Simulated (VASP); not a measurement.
# NaB4 (P-43m) in VASP: single point with PBE

Aim: the single point of NaB4 with PBE.

Everything below comes from runs of VASP 6.6.1. Logs are shortened: lines on timing, memory, paths and dates and some standing lists are left out, and cuts for length are marked.

### Step 1. The cell of the first run

Symmetry: P-43m, No. 215, cubic system. The conventional cell has a = 4.101 Å, b = 4.101 Å, c = 4.101 Å, α = 90.00°, β = 90.00°, γ = 90.00°. Within 3.4 Å of Na (site symmetry -43m) lie 16 B at 2.51 to 3.35 Å. B (site symmetry 3m) has 3 B at 1.70 Å within 2.3 Å.

The cell was built from a structure type or drawn by symmetry, and may not be a known phase.

### Step 2. Single point, PBE

Contents of INCAR:

```
SYSTEM = NaB4
ALGO = Normal
EDIFF = 1E-6
ENCUT = 500
GGA = PE
GGA_COMPAT = .FALSE.
ISIF = 2
ISMEAR = 0
LASPH = .TRUE.
LCHARG = .FALSE.
LREAL = .FALSE.
LWAVE = .FALSE.
NBANDS = 18
NELM = 120
PREC = Accurate
SIGMA = 0.2
```

Contents of KPOINTS:

```
k-points
0
G
  4 4 4
  0 0 0
```

Contents of POSCAR:

```
NaB4
1.0
    4.1006161422      0.0000000000      0.0000000000
    0.0000000000      4.1006161422      0.0000000000
    0.0000000000      0.0000000000      4.1006161422
Na B
1 4
Direct
    0.0000000000      0.0000000000      0.0000000000
    0.3533338297      0.6466661703      0.6466661703
    0.6466661703      0.3533338297      0.6466661703
    0.6466661703      0.6466661703      0.3533338297
    0.3533338297      0.3533338297      0.3533338297
```

Potentials or basis: VASP PAW PBE potentials, release 64 (Na_pv, B).

Run with:

```bash
> cat potpaw_PBE.64/Na_pv/POTCAR potpaw_PBE.64/B/POTCAR > POTCAR
> mpirun -np 1 vasp_std > vasp.out
```

OUTCAR:

```text
SYSTEM = NaB4
   EDIFF = 1E-6
   ENCUT = 500
   GGA = PE
   ISIF = 2
   ISMEAR = 0
   LASPH = .TRUE.
   LREAL = .FALSE.
   NELM = 120
   PREC = Accurate

 ion  position               nearest neighbor table
   1  0.000  0.000  0.000-
   2  0.353  0.647  0.647-   3 1.70   4 1.70   5 1.70
   3  0.647  0.353  0.647-   2 1.70   4 1.70   5 1.70
   4  0.647  0.647  0.353-   2 1.70   3 1.70   5 1.70
   5  0.353  0.353  0.353-   2 1.70   3 1.70   4 1.70

  LATTYP: Found a simple cubic cell.
 ALAT       =     4.1006161422

  Lattice vectors:

 A1 = (   4.1006161422,   0.0000000000,   0.0000000000)
 A2 = (   0.0000000000,   4.1006161422,   0.0000000000)
 A3 = (   0.0000000000,   0.0000000000,   4.1006161422)

Analysis of symmetry for initial positions (statically):
=====================================================================
 Subroutine PRICEL returns:
 Original cell was already a primitive cell.

 Routine SETGRP: Setting up the symmetry group for a
 simple cubic supercell.

 Subroutine GETGRP returns: Found 24 space group operations
 (whereof 24 operations were pure point group operations)
 out of a pool of 48 trial point group operations.

The static configuration has the point symmetry T_d .

Analysis of symmetry for dynamics (positions and initial velocities):
=====================================================================
 Subroutine PRICEL returns:
 Original cell was already a primitive cell.

 Routine SETGRP: Setting up the symmetry group for a
 simple cubic supercell.

 Subroutine GETGRP returns: Found 24 space group operations
 (whereof 24 operations were pure point group operations)
 out of a pool of 48 trial point group operations.

The dynamic configuration has the point symmetry T_d .

 Subroutine INISYM returns: Found 24 space group operations
 (whereof 24 operations are pure point group operations),
 and found     1 'primitive' translations

----------------------------------------------------------------------------------------

                                     Primitive cell

  volume of cell :      68.9521

  direct lattice vectors                    reciprocal lattice vectors
     4.100616142  0.000000000  0.000000000     0.243865791  0.000000000  0.000000000
     0.000000000  4.100616142  0.000000000     0.000000000  0.243865791  0.000000000
     0.000000000  0.000000000  4.100616142     0.000000000  0.000000000  0.243865791

  length of vectors
     4.100616142  4.100616142  4.100616142     0.243865791  0.243865791  0.243865791

  position of ions in fractional coordinates (direct lattice)
     0.000000000  0.000000000  0.000000000
     0.353333830  0.646666170  0.646666170
     0.646666170  0.353333830  0.646666170
     0.646666170  0.646666170  0.353333830
     0.353333830  0.353333830  0.353333830

  ion indices of the primitive-cell ions
   primitive index   ion index
                 1           1
                 2           2
                 3           3
                 4           4
                 5           5

----------------------------------------------------------------------------------------

 KPOINTS: k-points

Automatic generation of k-mesh.
 Grid dimensions read from file:
 generate k-points for:    4    4    4

 Generating k-lattice:

  Cartesian coordinates                     Fractional coordinates (reciprocal lattice)
     0.060966448  0.000000000  0.000000000     0.250000000  0.000000000  0.000000000
     0.000000000  0.060966448  0.000000000     0.000000000  0.250000000  0.000000000
     0.000000000  0.000000000  0.060966448     0.000000000  0.000000000  0.250000000

  Length of vectors
     0.060966448  0.060966448  0.060966448

  Shift w.r.t. Gamma in fractional coordinates (k-lattice)
     0.000000000  0.000000000  0.000000000

 Subroutine IBZKPT returns following result:
 ===========================================

 Found     10 irreducible k-points:

 Following reciprocal coordinates:
            Coordinates               Weight
  0.000000  0.000000  0.000000      1.000000
  0.250000  0.000000  0.000000      6.000000
  0.500000  0.000000  0.000000      3.000000
  0.250000  0.250000  0.000000     12.000000
  0.500000  0.250000  0.000000     12.000000
  0.500000  0.500000  0.000000      3.000000
  0.250000  0.250000  0.250000      8.000000
  0.500000  0.250000  0.250000     12.000000
  0.500000  0.500000  0.250000      6.000000
  0.500000  0.500000  0.500000      1.000000
   k-points           NKPTS =     10   k-points in BZ     NKDIM =     10   number of bands    NBANDS=     18
   number of dos      NEDOS =    301   number of ions     NIONS =      5
   total plane-waves  NPLWV =  27000
   dimension x,y,z NGX =    30 NGY =   30 NGZ =   30
   dimension x,y,z NGXF=    60 NGYF=   60 NGZF=   60
   ions per type =               1   4
   NGX,Y,Z   is equivalent  to a cutoff of  12.16, 12.16, 12.16 a.u.
   NGXF,Y,Z  is equivalent  to a cutoff of  24.33, 24.33, 24.33 a.u.
 SYSTEM =  NaB4
   PREC   = accura    normal or accurate (medium, high low for compatibility)
   ISTART =      0    job   : 0-new  1-cont  2-samecut
   ICHARG =      2    charge: 1-file 2-atom 10-const
   ISPIN  =      1    spin polarized calculation?
   LNONCOLLINEAR =      F non collinear calculations
   LSORBIT =      F    spin-orbit coupling
   LASPH  =      T    aspherical Exc in radial PAW
   ENCUT  =  500.0 eV  36.75 Ry    6.06 a.u.   7.48  7.48  7.48*2*pi/ulx,y,z
   NELM   =    120;   NELMIN=  2; NELMDL= -5     # of ELM steps
   EDIFF  = 0.1E-05   stopping-criterion for ELM
   LREAL  =      F    real-space projection
   EDIFFG = 0.1E-04   stopping-criterion for IOM
   NSW    =      0    number of steps for IOM
   IBRION =     -1    ionic relax: 0-MD 1-quasi-New 2-CG
   NFREE  =      0    steps in history (QN), initial steepest desc. (CG)
   ISIF   =      2    stress and relaxation
   ISYM   =      2    0-nonsym 1-usesym 2-fastsym
   POTIM  = 0.5000    time-step for ionic-motion
   TEBEG  =    0.0;   TEEND  =   0.0 temperature during run
   PSTRESS=    0.0 pullay stress
   NELECT =      19.0000    total number of electrons
   NUPDOWN=      -1.0000    fix difference up-down
   EMIN   =  10.00;   EMAX   =-10.00  energy-range for DOS
   EFERMI =   0.00;   METHOD = LEGACY
   ISMEAR =     0;   SIGMA  =   0.20  broadening in eV -4-tet -1-fermi 0-gaus
   EFERMI_NEDOS =   21; number of points for ismear=-14 and -15
   IALGO  =     38    algorithm
   IMIX   =      4    mixing-type and parameters
     AMIX     =   0.40;   BMIX     =  1.00
     AMIX_MAG =   1.60;   BMIX_MAG =  1.00
  volume/ion in A,a.u.               =      13.79        93.06
  Fermi-wavevector in a.u.,A,eV,Ry     =   1.065312  2.013148 15.441118  1.134890
  Thomas-Fermi vector in A             =   2.200860
   LORBIT       =      0    0 simple, 1 ext, 2 COOP (PROOUT), +10 PAW based schemes
   GGA     = PE    functional components
   LHFCALC =     F    Hartree Fock is set to
   AEXX    =    0.0000 exact exchange contribution
   IVDW    =     0    specifies the selected vdW correction
   LEPSILON=     F    determine dielectric tensor
   LRPA    =     F    only Hartree local field effects (RPA)
 non-spin polarized calculation
 Gauss-broadening in eV      SIGMA  =   0.20
  energy-cutoff  :      500.00
  volume of cell :       68.95
 maximum number of plane-waves:      1763
 NGX is ok and might be reduce to    30
   NGX = 15   NGY = 15   NGZ = 15

 number of electron      19.0000003 magnetization

 Free energy of the ion-electron system (eV)
  ---------------------------------------------------
  ext. energy  EPLUGINS =         0.00000000
  ---------------------------------------------------
  free energy    TOTEN  =       -18.99967090 eV

  energy without entropy =      -18.94146575  energy(sigma->0) =      -18.97056832

 E-fermi :   1.6044     XC(G=0):  -9.1467

 val. band max:        1.4422816213   @ k =   0.2500   0.2500   0.2500
 cond. band min:       1.6626550538   @ k =   0.2500   0.2500   0.2500
 fundamental gap:      0.2203734325
 Fermi energy:         1.6044459710

 k-point     1 :       0.0000    0.0000    0.0000
  band No.  band energies     occupation
      1     -21.0570      2.00000
      2     -21.0570      2.00000
      3     -21.0570      2.00000
      4     -11.8521      2.00000
      5      -2.9257      2.00000
      6      -2.3587      2.00000
[... 10 lines left out ...]
     17      11.1782      0.00000
     18      11.8584      0.00000

 k-point     2 :       0.2500    0.0000    0.0000
  band No.  band energies     occupation
      1     -21.0623      2.00000
      2     -21.0565      2.00000
      3     -21.0565      2.00000
      4     -11.7390      2.00000
      5      -4.2720      2.00000
      6      -2.2376      2.00000
[... 10 lines left out ...]
     17       9.9104      0.00000
     18      12.0704      0.00000

 k-point     3 :       0.5000    0.0000    0.0000
  band No.  band energies     occupation
      1     -21.0676      2.00000
      2     -21.0559      2.00000
      3     -21.0559      2.00000
      4     -11.6160      2.00000
      5      -5.0577      2.00000
      6      -2.1016      2.00000
[... 10 lines left out ...]
     17       9.4861      0.00000
     18      12.2239      0.00000

 k-point     4 :       0.2500    0.2500    0.0000
  band No.  band energies     occupation
      1     -21.0618      2.00000
      2     -21.0614      2.00000
      3     -21.0560      2.00000
      4     -11.6348      2.00000
      5      -4.2296      2.00000
      6      -3.7393      2.00000
[... 81 lines left out ...]
      4     -11.4307      2.00000
      5      -4.5901      2.00000
      6      -3.6751      2.00000
[... 10 lines left out ...]
     17      10.2262      0.00000
     18      10.4800      0.00000

 k-point     9 :       0.5000    0.5000    0.2500
  band No.  band energies     occupation
      1     -21.0650      2.00000
      2     -21.0650      2.00000
      3     -21.0596      2.00000
      4     -11.3327      2.00000
      5      -4.3224      2.00000
      6      -4.3224      2.00000
[... 10 lines left out ...]
     17      11.1989      0.00000
     18      11.4694      0.00000

 k-point    10 :       0.5000    0.5000    0.5000
  band No.  band energies     occupation
      1     -21.0643      2.00000
      2     -21.0643      2.00000
      3     -21.0643      2.00000
      4     -11.2385      2.00000
      5      -4.1079      2.00000
      6      -4.1079      2.00000
[... 10 lines left out ...]
     17      10.0460      0.00000
     18      11.1848      0.00000

------------------------ aborting loop because EDIFF is reached ----------------------------------------

  FORCE on cell =-STRESS in cart. coord.  units (eV):
  Direction    XX          YY          ZZ          XY          YZ          ZX
  --------------------------------------------------------------------------------------
  -------------------------------------------------------------------------------------
  Total        0.0931845      0.0931845      0.0931845      0.0000000      0.0000000     -0.0000000
  in kB        2.1652445      2.1652445      2.1652445      0.0000000      0.0000000     -0.0000000
  external PRESSURE =       2.1652445 kB  Pullay stress =       0.0000000 kB

 VOLUME and BASIS-vectors are now :
 -----------------------------------------------------------------------------
  energy-cutoff  :      500.00
  volume of cell :       68.95
      direct lattice vectors                 reciprocal lattice vectors
     4.100616142  0.000000000  0.000000000     0.243865791  0.000000000  0.000000000
     0.000000000  4.100616142  0.000000000     0.000000000  0.243865791  0.000000000
     0.000000000  0.000000000  4.100616142     0.000000000  0.000000000  0.243865791

 POSITION                                       TOTAL-FORCE (eV/Angst)
 -----------------------------------------------------------------------------------
      0.00000      0.00000      0.00000         0.000000      0.000000      0.000000
      1.44889      2.65173      2.65173        -0.010612      0.010612      0.010612
      2.65173      1.44889      2.65173         0.010612     -0.010612      0.010612
      2.65173      2.65173      1.44889         0.010612      0.010612     -0.010612
      1.44889      1.44889      1.44889        -0.010612     -0.010612     -0.010612
 -----------------------------------------------------------------------------------
    total drift:                                0.000000      0.000000     -0.000000

  FREE ENERGIE OF THE ION-ELECTRON SYSTEM (eV)
  ---------------------------------------------------
  free  energy   TOTEN  =       -18.9996708952 eV

  energy  without entropy=      -18.9414657490  energy(sigma->0) =      -18.97056832
```

Run time: 9.3 s. Hardware: 1 thread of Intel Xeon Platinum 8488C (Sapphire Rapids), shared host; peak memory 0.16 GiB.

Results:

```
Free energy            : -18.9997 eV
Pressure               : 0.2 GPa
Largest force          : 0.018 eV/Å
Band gap on the k mesh : zero (an odd number of electrons rules out a gap without spin polarisation)
```

Forces in eV/Å, atoms in the order of the input:
```
Na   0.000  0.000  0.000
B   -0.011  0.011  0.011
B    0.011 -0.011  0.011
B    0.011  0.011 -0.011
B   -0.011 -0.011 -0.011
```

Caveat: the k points lie up to 0.38 Å⁻¹ apart, too coarse for converged energies and pressures of a metal.
